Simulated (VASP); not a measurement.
# Al (Im-3m) in VASP: notebook

Al is run at these levels: LDA; tasks: single point.

Program: VASP 6.6.1. These are calculated values, not measurements. Logs are shortened: lines on timing, memory, paths and dates and some standing lists are left out, and cuts for length are marked.

## (1) The cell of the first run

The structure is cubic, space group Im-3m (No. 229). The conventional cell has a = 3.117 Å, b = 3.117 Å, c = 3.117 Å, α = 90.00°, β = 90.00°, γ = 90.00°. Al (site symmetry m-3m) has 14 Al at 2.70 to 3.12 Å within 3.6 Å.

## (2) Single point, LDA

INCAR reads:

```
SYSTEM = Al
PREC = Accurate
ENCUT = 520
EDIFF = 1E-6
ISMEAR = -1
SIGMA = 0.05
LREAL = .FALSE.
LASPH = .TRUE.
NELM = 80
ALGO = Normal
ISIF = 2
LWAVE = .FALSE.
LCHARG = .FALSE.
NBANDS = 8
```

KPOINTS reads:

```
regular mesh
0
G
  12 12 12
  0 0 0
```

POSCAR reads:

```
Al
1.0
   -1.5587357247      1.5587357247      1.5587357247
    1.5587357247     -1.5587357247      1.5587357247
    1.5587357247      1.5587357247     -1.5587357247
Al
1
Direct
    0.0000000000      0.0000000000      0.0000000000
```

Potentials or basis: VASP PAW LDA potentials, release 64 (Al).

The run is started by

```console
$ cat potpaw_LDA.64/Al/POTCAR > POTCAR
$ mpirun -np 1 vasp_std > vasp.out
```

OUTCAR:

```text
SYSTEM = Al
   PREC = Accurate
   ENCUT = 520
   EDIFF = 1E-6
   ISMEAR = -1
   LREAL = .FALSE.
   LASPH = .TRUE.
   NELM = 80
   ISIF = 2

 ion  position               nearest neighbor table
   1  0.000  0.000  0.000-

  LATTYP: Found a body centered cubic cell.
 ALAT       =     3.1174714494

  Lattice vectors:

 A1 = (  -1.5587357247,   1.5587357247,   1.5587357247)
 A2 = (   1.5587357247,  -1.5587357247,   1.5587357247)
 A3 = (   1.5587357247,   1.5587357247,  -1.5587357247)

Analysis of symmetry for initial positions (statically):
=====================================================================
 Subroutine PRICEL returns:
 Original cell was already a primitive cell.

 Routine SETGRP: Setting up the symmetry group for a
 body centered cubic supercell.

 Subroutine GETGRP returns: Found 48 space group operations
[... 9 lines left out ...]

 Routine SETGRP: Setting up the symmetry group for a
 body centered cubic supercell.

 Subroutine GETGRP returns: Found 48 space group operations
[... 11 lines left out ...]
                                     Primitive cell

  volume of cell :      15.1488

  direct lattice vectors                    reciprocal lattice vectors
    -1.558735725  1.558735725  1.558735725     0.000000000  0.320772785  0.320772785
     1.558735725 -1.558735725  1.558735725     0.320772785  0.000000000  0.320772785
     1.558735725  1.558735725 -1.558735725     0.320772785  0.320772785  0.000000000

  length of vectors
     2.699809471  2.699809471  2.699809471     0.453641223  0.453641223  0.453641223

  position of ions in fractional coordinates (direct lattice)
     0.000000000  0.000000000  0.000000000

  ion indices of the primitive-cell ions
   primitive index   ion index
                 1           1

----------------------------------------------------------------------------------------

 KPOINTS: regular mesh

Automatic generation of k-mesh.
 Grid dimensions read from file:
 generate k-points for:   12   12   12

 Generating k-lattice:

  Cartesian coordinates                     Fractional coordinates (reciprocal lattice)
     0.000000000  0.026731065  0.026731065     0.083333333  0.000000000  0.000000000
     0.026731065  0.000000000  0.026731065     0.000000000  0.083333333  0.000000000
     0.026731065  0.026731065  0.000000000     0.000000000  0.000000000  0.083333333

  Length of vectors
     0.037803435  0.037803435  0.037803435
[... 41 lines left out ...]
   ions per type =               1
   NGX,Y,Z   is equivalent  to a cutoff of  12.32, 12.32, 12.32 a.u.
   NGXF,Y,Z  is equivalent  to a cutoff of  24.63, 24.63, 24.63 a.u.
 SYSTEM =  Al
   PREC   = accura    normal or accurate (medium, high low for compatibility)
   ISTART =      0    job   : 0-new  1-cont  2-samecut
   ICHARG =      2    charge: 1-file 2-atom 10-const
   ISPIN  =      1    spin polarized calculation?
   LNONCOLLINEAR =      F non collinear calculations
   LSORBIT =      F    spin-orbit coupling
   LASPH  =      T    aspherical Exc in radial PAW
   ENCUT  =  520.0 eV  38.22 Ry    6.18 a.u.   5.02  5.02  5.02*2*pi/ulx,y,z
   NELM   =     80;   NELMIN=  2; NELMDL= -5     # of ELM steps
   EDIFF  = 0.1E-05   stopping-criterion for ELM
   LREAL  =      F    real-space projection
   EDIFFG = 0.1E-04   stopping-criterion for IOM
   NSW    =      0    number of steps for IOM
   IBRION =     -1    ionic relax: 0-MD 1-quasi-New 2-CG
   NFREE  =      0    steps in history (QN), initial steepest desc. (CG)
   ISIF   =      2    stress and relaxation
   ISYM   =      2    0-nonsym 1-usesym 2-fastsym
   POTIM  = 0.5000    time-step for ionic-motion
   TEBEG  =    0.0;   TEEND  =   0.0 temperature during run
   PSTRESS=    0.0 pullay stress
   NELECT =       3.0000    total number of electrons
   NUPDOWN=      -1.0000    fix difference up-down
   EMIN   =  10.00;   EMAX   =-10.00  energy-range for DOS
[... 5 lines left out ...]
     AMIX     =   0.40;   BMIX     =  1.00
     AMIX_MAG =   1.60;   BMIX_MAG =  1.00
  volume/ion in A,a.u.               =      15.15       102.23
  Fermi-wavevector in a.u.,A,eV,Ry     =   0.954237  1.803246 12.389024  0.910568
  Thomas-Fermi vector in A             =   2.082965
   LORBIT       =      0    0 simple, 1 ext, 2 COOP (PROOUT), +10 PAW based schemes
   GGA     = CA    functional components
   LHFCALC =     F    Hartree Fock is set to
   AEXX    =    0.0000 exact exchange contribution
   IVDW    =     0    specifies the selected vdW correction
   LEPSILON=     F    determine dielectric tensor
   LRPA    =     F    only Hartree local field effects (RPA)
 non-spin polarized calculation
  energy-cutoff  :      520.00
  volume of cell :       15.15
 maximum number of plane-waves:       420
   NGX =  9   NGY =  9   NGZ =  9

 number of electron       3.0000000 magnetization

 Free energy of the ion-electron system (eV)
  ---------------------------------------------------
  ext. energy  EPLUGINS =         0.00000000
  ---------------------------------------------------
  free energy    TOTEN  =        -4.06882688 eV

  energy without entropy =       -4.06461789  energy(sigma->0) =       -4.06672239

 E-fermi :   8.7082     XC(G=0): -10.6678

 val. band max:        8.5952519611   @ k =   0.3333   0.0833  -0.0000
 cond. band min:       8.7480793167   @ k =   0.3333   0.2500   0.0833
 fundamental gap:      0.1528273556
 Fermi energy:         8.7082077115

 k-point     1 :       0.0000    0.0000    0.0000
  band No.  band energies     occupation
      1      -2.9895      2.00000
      2      22.4232      0.00000
      3      22.4232      0.00000
      4      22.4232      0.00000
      5      24.4272      0.00000
      6      24.4272      0.00000
      7      24.4272      0.00000
      8      25.6664      0.00000
[... 243 lines left out ...]
 k-point    24 :       0.4167    0.0833    0.0833
  band No.  band energies     occupation
      1       4.4951      2.00000
      2       5.1454      2.00000
      3      13.8003      0.00000
      4      14.7333      0.00000
      5      23.3315      0.00000
      6      23.9623      0.00000
      7      30.4734      0.00000
      8      31.9734      0.00000

 [... further k-points ...]
[... 5 lines left out ...]
  --------------------------------------------------------------------------------------
  -------------------------------------------------------------------------------------
  Total        0.5592201      0.5592201      0.5592201     -0.0000000     -0.0000000     -0.0000000
  in kB       59.1447040     59.1447040     59.1447040     -0.0000000     -0.0000000     -0.0000000
  external PRESSURE =      59.1447040 kB  Pullay stress =       0.0000000 kB

 VOLUME and BASIS-vectors are now :
 -----------------------------------------------------------------------------
  energy-cutoff  :      520.00
  volume of cell :       15.15
      direct lattice vectors                 reciprocal lattice vectors
    -1.558735725  1.558735725  1.558735725     0.000000000  0.320772785  0.320772785
     1.558735725 -1.558735725  1.558735725     0.320772785  0.000000000  0.320772785
     1.558735725  1.558735725 -1.558735725     0.320772785  0.320772785  0.000000000

 POSITION                                       TOTAL-FORCE (eV/Angst)
 -----------------------------------------------------------------------------------
      0.00000      0.00000      0.00000         0.000000      0.000000      0.000000
 -----------------------------------------------------------------------------------
    total drift:                                0.000000      0.000000      0.000000

  FREE ENERGIE OF THE ION-ELECTRON SYSTEM (eV)
  ---------------------------------------------------
  free  energy   TOTEN  =        -4.0688268842 eV

  energy  without entropy=       -4.0646178863  energy(sigma->0) =       -4.06672239
```

OSZICAR:

```text
N       E                     dE             d eps       ncg     rms          rms(c)
DAV:   1    -0.278851891340E+01   -0.27885E+01   -0.96157E+02  1160   0.210E+02
DAV:   2    -0.409696208145E+01   -0.13084E+01   -0.12873E+01  1656   0.188E+01
DAV:   3    -0.410175315257E+01   -0.47911E-02   -0.47902E-02  1360   0.129E+00
DAV:   4    -0.410176041900E+01   -0.72664E-05   -0.72660E-05  1760   0.506E-02
DAV:   5    -0.410176043105E+01   -0.12049E-07   -0.11913E-07  1352   0.124E-03    0.147E+00
DAV:   6    -0.408160808942E+01    0.20152E-01   -0.26980E-03  1280   0.201E-01    0.816E-01
DAV:   7    -0.406885537323E+01    0.12753E-01   -0.66915E-03  1328   0.311E-01    0.171E-01
DAV:   8    -0.406882701218E+01    0.28361E-04   -0.29925E-05  1536   0.340E-02    0.127E-02
DAV:   9    -0.406882688416E+01    0.12802E-06   -0.16253E-07  1376   0.209E-03
   1 F= -.40688269E+01 E0= -.40667224E+01  d E =-.420900E-02
```

stdout:

```text
POSCAR found type information on POSCAR Al
 POSCAR found :  1 types and       1 ions
 scaLAPACK will be used
 LDA part: xc-table for (Slater(with rela. corr.)+CA(PZ))
 , standard interpolation
 POSCAR, INCAR and KPOINTS ok, starting setup
 FFT: planning ... GRIDC
 FFT: planning ... GRID_SOFT
 FFT: planning ... GRID
 WAVECAR not read
 entering main loop
```

It took 3.4 s on 1 thread of Intel Xeon 6975P-C, shared host; peak memory 0.11 GiB.

Results:

```yaml
Free_energy: -4.0688 eV
Pressure: 5.9 GPa
```

(Continued in part 2 of 2.)
